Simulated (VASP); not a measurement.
# BN (P6_3/mmc) in VASP: notebook, part 2 of 2

VASP 6.6.1. Earlier steps stand in the parts before.

## 4. Single point, PBE

This run uses another cell than the first one, of 6.20 Å³/atom, 1.128 times its volume.

INCAR reads:

```
SYSTEM = BN
PREC = Accurate
ENCUT = 520
EDIFF = 1E-6
ISMEAR = 0
SIGMA = 0.02
LREAL = .False.
LASPH = .True.
NELM = 80
ALGO = Normal
ISIF = 2
LWAVE = .False.
LCHARG = .False.
GGA = PE
NBANDS = 16
```

KPOINTS reads:

```
regular mesh
0
Gamma
  12 12 6
  0 0 0
```

POSCAR reads:

```
BN
1.0
    2.4473764624      0.0000000000      0.0000000000
   -1.2236882312      2.1194901890      0.0000000000
    0.0000000000      0.0000000000      4.7820109877
B N
2 2
Direct
    0.3333333333      0.6666666667      0.2500000000
    0.6666666667      0.3333333333      0.7500000000
    0.3333333333      0.6666666667      0.7500000000
    0.6666666667      0.3333333333      0.2500000000
```

Potentials or basis: VASP PAW PBE potentials, release 64 (B, N).

Command:

```console
$ cat potpaw_PBE.64/B/POTCAR potpaw_PBE.64/N/POTCAR > POTCAR
$ mpirun -np 1 vasp_std > vasp.out
```

OUTCAR:

```text
SYSTEM = BN
   PREC = Accurate
   ENCUT = 520
   EDIFF = 1E-6
   ISMEAR = 0
   LREAL = .False.
   LASPH = .True.
   NELM = 80
   ISIF = 2
   GGA = PE

 ion  position               nearest neighbor table
   1  0.333  0.667  0.250-   4 1.41   4 1.41   4 1.41
   2  0.667  0.333  0.750-   3 1.41   3 1.41   3 1.41
   3  0.333  0.667  0.750-   2 1.41   2 1.41   2 1.41
   4  0.667  0.333  0.250-   1 1.41   1 1.41   1 1.41

  LATTYP: Found a hexagonal cell.
 ALAT       =     2.4473764624
 C/A-ratio  =     1.9539335534

  Lattice vectors:

 A1 = (   2.4473764624,   0.0000000000,   0.0000000000)
 A2 = (  -1.2236882312,   2.1194901890,   0.0000000000)
 A3 = (   0.0000000000,   0.0000000000,   4.7820109877)

Analysis of symmetry for initial positions (statically):
=====================================================================
 Subroutine PRICEL returns:
 Original cell was already a primitive cell.

 Routine SETGRP: Setting up the symmetry group for a
 hexagonal supercell.

 Subroutine GETGRP returns: Found 24 space group operations
 (whereof 12 operations were pure point group operations)
 out of a pool of 24 trial point group operations.

The static configuration has the point symmetry D_3d.
 The point group associated with its full space group is D_6h.

Analysis of symmetry for dynamics (positions and initial velocities):
=====================================================================
 Subroutine PRICEL returns:
 Original cell was already a primitive cell.

 Routine SETGRP: Setting up the symmetry group for a
 hexagonal supercell.

 Subroutine GETGRP returns: Found 24 space group operations
 (whereof 12 operations were pure point group operations)
 out of a pool of 24 trial point group operations.

The dynamic configuration has the point symmetry D_3d.
 The point group associated with its full space group is D_6h.

 Subroutine INISYM returns: Found 24 space group operations
 (whereof 12 operations are pure point group operations),
 and found     1 'primitive' translations

----------------------------------------------------------------------------------------

                                     Primitive cell

  volume of cell :      24.8052

  direct lattice vectors                    reciprocal lattice vectors
     2.447376462  0.000000000  0.000000000     0.408600808  0.235905786  0.000000000
    -1.223688231  2.119490189  0.000000000     0.000000000  0.471811573  0.000000000
     0.000000000  0.000000000  4.782010988     0.000000000  0.000000000  0.209117044

  length of vectors
     2.447376462  2.447376462  4.782010988     0.471811573  0.471811573  0.209117044

  position of ions in fractional coordinates (direct lattice)
     0.333333333  0.666666667  0.250000000
     0.666666667  0.333333333  0.750000000
     0.333333333  0.666666667  0.750000000
     0.666666667  0.333333333  0.250000000

  ion indices of the primitive-cell ions
   primitive index   ion index
                 1           1
                 2           2
                 3           3
                 4           4

----------------------------------------------------------------------------------------

 KPOINTS: regular mesh

Automatic generation of k-mesh.
 Grid dimensions read from file:
 generate k-points for:   12   12    6

 Generating k-lattice:

  Cartesian coordinates                     Fractional coordinates (reciprocal lattice)
     0.034050067  0.019658816  0.000000000     0.083333333  0.000000000  0.000000000
     0.000000000  0.039317631  0.000000000     0.000000000  0.083333333  0.000000000
     0.000000000  0.000000000  0.034852841     0.000000000  0.000000000  0.166666667

  Length of vectors
     0.039317631  0.039317631  0.034852841

  Shift w.r.t. Gamma in fractional coordinates (k-lattice)
     0.000000000  0.000000000  0.000000000

 Subroutine IBZKPT returns following result:
 ===========================================

 Found     76 irreducible k-points:

 Following reciprocal coordinates:
            Coordinates               Weight
  0.000000  0.000000  0.000000      1.000000
  0.083333  0.000000  0.000000      6.000000
  0.166667 -0.000000  0.000000      6.000000
  0.250000  0.000000  0.000000      6.000000
  0.333333  0.000000  0.000000      6.000000
  0.416667  0.000000  0.000000      6.000000
[... 16 lines left out ...]
  0.250000  0.000000  0.166667     12.000000
  0.333333  0.000000  0.166667     12.000000
 [... further k-points ...]
   k-points           NKPTS =     76   k-points in BZ     NKDIM =     76   number of bands    NBANDS=     16
   number of dos      NEDOS =    301   number of ions     NIONS =      4
   total plane-waves  NPLWV =  11664
   dimension x,y,z NGX =    18 NGY =   18 NGZ =   36
   dimension x,y,z NGXF=    36 NGYF=   36 NGZF=   72
   ions per type =               2   2
   NGX,Y,Z   is equivalent  to a cutoff of  12.23, 12.23, 12.52 a.u.
   NGXF,Y,Z  is equivalent  to a cutoff of  24.45, 24.45, 25.03 a.u.
 SYSTEM =  BN
   PREC   = accura    normal or accurate (medium, high low for compatibility)
   ISTART =      0    job   : 0-new  1-cont  2-samecut
   ICHARG =      2    charge: 1-file 2-atom 10-const
   ISPIN  =      1    spin polarized calculation?
   LNONCOLLINEAR =      F non collinear calculations
   LSORBIT =      F    spin-orbit coupling
   LASPH  =      T    aspherical Exc in radial PAW
   ENCUT  =  520.0 eV  38.22 Ry    6.18 a.u.   4.55  4.55  8.89*2*pi/ulx,y,z
   NELM   =     80;   NELMIN=  2; NELMDL= -5     # of ELM steps
   EDIFF  = 0.1E-05   stopping-criterion for ELM
   LREAL  =      F    real-space projection
[... 7 lines left out ...]
   TEBEG  =    0.0;   TEEND  =   0.0 temperature during run
   PSTRESS=    0.0 pullay stress
   NELECT =      16.0000    total number of electrons
   NUPDOWN=      -1.0000    fix difference up-down
   EMIN   =  10.00;   EMAX   =-10.00  energy-range for DOS
   EFERMI =   0.00;   METHOD = LEGACY
   ISMEAR =     0;   SIGMA  =   0.02  broadening in eV -4-tet -1-fermi 0-gaus
   EFERMI_NEDOS =   21; number of points for ismear=-14 and -15
   IALGO  =     38    algorithm
   IMIX   =      4    mixing-type and parameters
     AMIX     =   0.40;   BMIX     =  1.00
     AMIX_MAG =   1.60;   BMIX_MAG =  1.00
  volume/ion in A,a.u.               =       6.20        41.85
  Fermi-wavevector in a.u.,A,eV,Ry     =   1.414492  2.673003 27.222378  2.000788
  Thomas-Fermi vector in A             =   2.536029
   LORBIT       =      0    0 simple, 1 ext, 2 COOP (PROOUT), +10 PAW based schemes
   GGA     = PE    functional components
   LHFCALC =     F    Hartree Fock is set to
   AEXX    =    0.0000 exact exchange contribution
   IVDW    =     0    specifies the selected vdW correction
   LEPSILON=     F    determine dielectric tensor
   LRPA    =     F    only Hartree local field effects (RPA)
 non-spin polarized calculation
 Gauss-broadening in eV      SIGMA  =   0.02
  energy-cutoff  :      520.00
  volume of cell :       24.81
 maximum number of plane-waves:       702
   NGX =  9   NGY =  9   NGZ = 17

 number of electron      16.0000000 magnetization

 Free energy of the ion-electron system (eV)
  ---------------------------------------------------
  ext. energy  EPLUGINS =         0.00000000
  ---------------------------------------------------
  free energy    TOTEN  =       -33.87938502 eV

  energy without entropy =      -33.87938502  energy(sigma->0) =      -33.87938502

 E-fermi :   6.6737     XC(G=0): -12.3663

 val. band max:        6.5675111690   @ k =   0.2500   0.1667   0.0000
 cond. band min:      10.2657296477   @ k =   0.5000   0.0000   0.3333
 fundamental gap:      3.6982184787
 Fermi energy:         6.6737115325

 k-point     1 :       0.0000    0.0000    0.0000
  band No.  band energies     occupation
      1     -13.4566      2.00000
      2     -11.1537      2.00000
      3      -2.9604      2.00000
      4       4.3210      2.00000
      5       4.3210      2.00000
      6       4.8829      2.00000
[... 8 lines left out ...]
     15      19.5108      0.00000
     16      20.5142      0.00000
[... 419 lines left out ...]
 k-point    24 :       0.3333    0.0000    0.1667
  band No.  band energies     occupation
      1     -11.0657      2.00000
      2      -9.5487      2.00000
      3      -1.7207      2.00000
      4      -0.8101      2.00000
      5       0.5592      2.00000
      6       1.8376      2.00000
[... 8 lines left out ...]
     15      24.5709      0.00000
     16      25.1434      0.00000

 [... further k-points ...]

------------------------ aborting loop because EDIFF is reached ----------------------------------------

  FORCE on cell =-STRESS in cart. coord.  units (eV):
  Direction    XX          YY          ZZ          XY          YZ          ZX
  --------------------------------------------------------------------------------------
  -------------------------------------------------------------------------------------
  Total        7.7849843      7.7849843      7.7109455      0.0000000      0.0000000      0.0000000
  in kB      502.8350723    502.8350723    498.0528830      0.0000000      0.0000000      0.0000000
  external PRESSURE =     501.2410092 kB  Pullay stress =       0.0000000 kB

 VOLUME and BASIS-vectors are now :
 -----------------------------------------------------------------------------
  energy-cutoff  :      520.00
  volume of cell :       24.81
      direct lattice vectors                 reciprocal lattice vectors
     2.447376462  0.000000000  0.000000000     0.408600808  0.235905786  0.000000000
    -1.223688231  2.119490189  0.000000000     0.000000000  0.471811573  0.000000000
     0.000000000  0.000000000  4.782010988     0.000000000  0.000000000  0.209117044

 POSITION                                       TOTAL-FORCE (eV/Angst)
 -----------------------------------------------------------------------------------
     -0.00000      1.41299      1.19550        -0.000000      0.000000      0.000000
      1.22369      0.70650      3.58651         0.000000      0.000000      0.000000
     -0.00000      1.41299      3.58651        -0.000000      0.000000      0.000000
      1.22369      0.70650      1.19550         0.000000     -0.000000      0.000000
 -----------------------------------------------------------------------------------
    total drift:                               -0.000000      0.000000      0.000000

  FREE ENERGIE OF THE ION-ELECTRON SYSTEM (eV)
  ---------------------------------------------------
  free  energy   TOTEN  =       -33.8793850219 eV

  energy  without entropy=      -33.8793850219  energy(sigma->0) =      -33.87938502
```

OSZICAR:

```text
N       E                     dE             d eps       ncg     rms          rms(c)
DAV:   1     0.407083943268E+02    0.40708E+02   -0.83572E+03  2448   0.971E+02
DAV:   2    -0.349864539520E+02   -0.75695E+02   -0.70077E+02  3536   0.233E+02
DAV:   3    -0.373091579457E+02   -0.23227E+01   -0.23182E+01  2736   0.381E+01
DAV:   4    -0.373156710534E+02   -0.65131E-02   -0.65125E-02  3160   0.229E+00
DAV:   5    -0.373156972369E+02   -0.26184E-04   -0.26183E-04  2784   0.133E-01    0.118E+01
DAV:   6    -0.342107017974E+02    0.31050E+01   -0.40375E+00  3112   0.173E+01    0.543E+00
DAV:   7    -0.339311178347E+02    0.27958E+00   -0.67358E-01  3168   0.636E+00    0.327E+00
DAV:   8    -0.338823447602E+02    0.48773E-01   -0.12677E-01  2992   0.273E+00    0.398E-01
DAV:   9    -0.338789944124E+02    0.33503E-02   -0.87606E-03  2992   0.879E-01    0.205E-01
DAV:  10    -0.338793609207E+02   -0.36651E-03   -0.69100E-04  2800   0.221E-01    0.272E-02
DAV:  11    -0.338793819860E+02   -0.21065E-04   -0.49896E-05  3152   0.615E-02    0.194E-02
DAV:  12    -0.338793849863E+02   -0.30003E-05   -0.90105E-06  2640   0.254E-02    0.184E-03
DAV:  13    -0.338793850219E+02   -0.35622E-07   -0.17121E-07  1712   0.351E-03
   1 F= -.33879385E+02 E0= -.33879385E+02  d E =-.890488E-16
```

Run time: 19 s. Hardware: 1 thread of Intel Xeon 6975P-C, shared host; peak memory 0.14 GiB.

Results:

```
Free energy            : -33.8794 eV
Pressure               : 50.1 GPa
Band gap on the k mesh : 3.70 eV, indirect (least direct gap 4.52 eV)
```

Levels at points of the mesh, in eV from the valence-band top:
| k point | band 6 | band 7 | band 8 | band 9 | band 10 | band 11 |
| --- | --- | --- | --- | --- | --- | --- |
| (0.00, 0.00, 0.00) | -1.68 | -1.68 | -1.62 | 8.86 | 10.79 | 10.79 |
| (0.50, 0.00, 0.00) | -4.57 | -4.23 | -0.98 | 4.57 | 8.15 | 8.92 |
| (0.00, 0.00, 0.50) | -1.97 | -1.97 | -1.97 | 11.30 | 11.30 | 11.30 |
| (0.50, 0.00, 0.50) | -5.00 | -1.63 | -1.63 | 4.35 | 4.35 | 10.00 |

## 5. Single point, PBE

This run uses another cell than the first one, of 8.78 Å³/atom, 1.597 times its volume.

INCAR reads:

```
PREC = Accurate
ENCUT = 520
EDIFF = 1E-6
ISMEAR = 0
SIGMA = 0.02
LREAL = F
LASPH = T
NELM = 80
ALGO = Normal
ISIF = 2
LWAVE = F
LCHARG = T
GGA = PE
LELF = T
LVHAR = T
NBANDS = 16
```

KPOINTS reads:

```
regular mesh
0
Gamma
  12 12 4
```

POSCAR reads:

```
BN
1.0
    2.5033226908      0.0000000000      0.0000000000
   -1.2516613454      2.1679410441      0.0000000000
    0.0000000000      0.0000000000      6.4723362598
B N
2 2
Direct
    0.3333333333      0.6666666667      0.2500000000
    0.6666666667      0.3333333333      0.7500000000
    0.3333333333      0.6666666667      0.7500000000
    0.6666666667      0.3333333333      0.2500000000
```

Potentials or basis: VASP PAW PBE potentials, release 64 (B, N).

Command:

```console
$ cat potpaw_PBE.64/B/POTCAR potpaw_PBE.64/N/POTCAR > POTCAR
$ mpirun -np 1 vasp_std > vasp.out
```

OUTCAR:

```text
PREC = Accurate
   ENCUT = 520
   EDIFF = 1E-6
   ISMEAR = 0
   LREAL = F
   LASPH = T
   NELM = 80
   ISIF = 2
   GGA = PE

 ion  position               nearest neighbor table
   1  0.333  0.667  0.250-   4 1.45   4 1.45   4 1.45
   2  0.667  0.333  0.750-   3 1.45   3 1.45   3 1.45
   3  0.333  0.667  0.750-   2 1.45   2 1.45   2 1.45
   4  0.667  0.333  0.250-   1 1.45   1 1.45   1 1.45

  LATTYP: Found a hexagonal cell.
 ALAT       =     2.5033226908
 C/A-ratio  =     2.5854981795

  Lattice vectors:

 A1 = (   2.5033226908,   0.0000000000,   0.0000000000)
 A2 = (  -1.2516613454,   2.1679410441,   0.0000000000)
 A3 = (   0.0000000000,   0.0000000000,   6.4723362598)

Analysis of symmetry for initial positions (statically):
=====================================================================
 Subroutine PRICEL returns:
 Original cell was already a primitive cell.

 Routine SETGRP: Setting up the symmetry group for a
 hexagonal supercell.

 Subroutine GETGRP returns: Found 24 space group operations
 (whereof 12 operations were pure point group operations)
[... 174 lines left out ...]
 cond. band min:       6.7281883213   @ k =   0.5000   0.0000   0.0000
 fundamental gap:      4.2190422957
 Fermi energy:         2.6764672649

 k-point     1 :       0.0000    0.0000    0.0000
  band No.  band energies     occupation
      1     -15.3476      2.00000
      2     -14.9907      2.00000
      3      -3.8486      2.00000
      4      -1.4473      2.00000
      5       1.1546      2.00000
      6       1.1546      2.00000
[... 433 lines left out ...]
      3      -4.4094      2.00000
      4      -4.3354      2.00000
      5      -1.0964      2.00000
      6      -1.0413      2.00000
[... 8 lines left out ...]
     15      19.4370      0.00000
     16      21.0752      0.00000

 [... further k-points ...]

------------------------ aborting loop because EDIFF is reached ----------------------------------------

  FORCE on cell =-STRESS in cart. coord.  units (eV):
  Direction    XX          YY          ZZ          XY          YZ          ZX
  --------------------------------------------------------------------------------------
  -------------------------------------------------------------------------------------
  Total        0.9173746      0.9173746      0.8335831      0.0000000      0.0000000      0.0000000
  in kB       41.8438792     41.8438792     38.0219261      0.0000000      0.0000000      0.0000000
  external PRESSURE =      40.5698949 kB  Pullay stress =       0.0000000 kB

 VOLUME and BASIS-vectors are now :
 -----------------------------------------------------------------------------
  energy-cutoff  :      520.00
  volume of cell :       35.13
      direct lattice vectors                 reciprocal lattice vectors
     2.503322691  0.000000000  0.000000000     0.399469075  0.230633578  0.000000000
    -1.251661345  2.167941044  0.000000000     0.000000000  0.461267156  0.000000000
     0.000000000  0.000000000  6.472336260     0.000000000  0.000000000  0.154503715

 POSITION                                       TOTAL-FORCE (eV/Angst)
 -----------------------------------------------------------------------------------
     -0.00000      1.44529      1.61808        -0.000000     -0.000000      0.000000
      1.25166      0.72265      4.85425         0.000000      0.000000      0.000000
     -0.00000      1.44529      4.85425        -0.000000     -0.000000     -0.000000
      1.25166      0.72265      1.61808         0.000000      0.000000     -0.000000
 -----------------------------------------------------------------------------------
    total drift:                               -0.000000      0.000000      0.000000

  FREE ENERGIE OF THE ION-ELECTRON SYSTEM (eV)
  ---------------------------------------------------
  free  energy   TOTEN  =       -35.1326456507 eV

  energy  without entropy=      -35.1326456507  energy(sigma->0) =      -35.13264565
```

stdout:

```text
POSCAR found type information on POSCAR B N
 POSCAR found :  2 types and       4 ions
 scaLAPACK will be used
 LDA part: xc-table for (Slater+PW92), standard interpolation
 POSCAR, INCAR and KPOINTS ok, starting setup
 FFT: planning ... GRIDC
 FFT: planning ... GRID_SOFT
 FFT: planning ... GRID
 WAVECAR not read
 entering main loop
```

It took 22 s on 1 thread of Intel Xeon 6975P-C, shared host; peak memory 0.16 GiB.

Results:

```yaml
Free_energy: -35.1326 eV
Pressure: 4.1 GPa
Band_gap_on_the_k_mesh: 4.22 eV, indirect (least direct gap 4.61 eV)
```

Levels at points of the mesh, in eV from the valence-band top:
| k point | band 6 | band 7 | band 8 | band 9 | band 10 | band 11 |
| --- | --- | --- | --- | --- | --- | --- |
| (0.00, 0.00, 0.00) | -1.35 | -1.31 | -1.31 | 5.41 | 10.60 | 11.52 |
| (0.50, 0.00, 0.00) | -4.09 | -1.55 | -0.39 | 4.22 | 5.74 | 9.55 |
| (0.00, 0.00, 0.50) | -1.33 | -1.33 | -1.33 | 7.91 | 7.91 | 11.59 |
| (0.50, 0.00, 0.50) | -4.13 | -0.94 | -0.94 | 4.71 | 4.71 | 9.92 |

Caveat: this functional lacks dispersion, which binds the layers, so the pressure and a relaxed spacing across them are unreliable. A k mesh can miss the band edges.

## 6. The runs side by side

```tsv
cell	k mesh	gap on the mesh (eV)	pressure (GPa)
a = 2.419, b = 2.419, c = 4.341 Å, angles 90.0, 90.0, 120.0°, 4 atoms	12 × 12 × 6	3.47	90.2
a = 2.490, b = 2.490, c = 5.787 Å, angles 90.0, 90.0, 120.0°, 4 atoms	12 × 12 × 4	4.11	12.1
a = 2.447, b = 2.447, c = 4.782 Å, angles 90.0, 90.0, 120.0°, 4 atoms	12 × 12 × 6	3.70	50.1
a = 2.503, b = 2.503, c = 6.472 Å, angles 90.0, 90.0, 120.0°, 4 atoms	12 × 12 × 4	4.22	4.1
```

Alike in all rows: task single point; level PBE; potentials or basis VASP PAW PBE potentials, release 64 (B, N); no spin polarisation; cutoff (eV) 520; smearing gaussian 0.02 eV.

Caveats: this functional lacks dispersion, which binds the layers, so the pressure and a relaxed spacing across them are unreliable (some runs).

Total energies depend on the potentials used, so only differences within one code and one set of settings carry meaning.
